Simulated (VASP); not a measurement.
Here is a VASP 6.6.1 calculation.

File INCAR:

```
PREC = Accurate
ENCUT = 520
EDIFF = 1E-6
ISMEAR = 0
SIGMA = 0.01
LREAL = F
LASPH = T
NELM = 120
ALGO = Normal
ISIF = 2
LWAVE = F
LCHARG = T
LELF = T
LVHAR = T
NBANDS = 43
GGA_COMPAT = F
```

File KPOINTS:

```
regular mesh
0
Gamma
  3 3 3
```

Contents of POSCAR:

```
CdF2
1.0
    0.0000000000      5.3775790000      5.3775790000
    2.6887900000      0.0000000000      2.6887900000
    2.6887900000      2.6887900000      0.0000000000
Cd F
2 4
Direct
    0.0046506058     -0.0032256145      0.0030192019
    0.4991119610     -0.0026112117      0.0002915810
    0.1356176264      0.2670295932      0.2200843130
    0.3633567261      0.7476424340      0.7831554342
    0.6054345273      0.2619152109      0.2540432685
    0.8777299227      0.7554327411      0.7555699776
```

Potentials or basis: VASP PAW LDA potentials, release 64 (Cd_sv_GW, F).

Launch:

```sh
$ cat potpaw_LDA.64/Cd_sv_GW/POTCAR potpaw_LDA.64/F/POTCAR > POTCAR
$ mpirun -np 1 vasp_std > vasp.out
```

Q: Estimate the largest force.

A: 0.706 eV/Å.

Q: What does it give for the pressure?

A: -5.7 GPa.

Q: What does it give for the band gap on the k mesh?

A: 2.83 eV.

Stress tensor (GPa, compression positive):
```
-5.87 -0.51  0.33
-0.51 -5.72  0.46
 0.33  0.46 -5.65
```

Caveat: the k points lie up to 0.65 Å⁻¹ apart. A k mesh can miss the band edges.
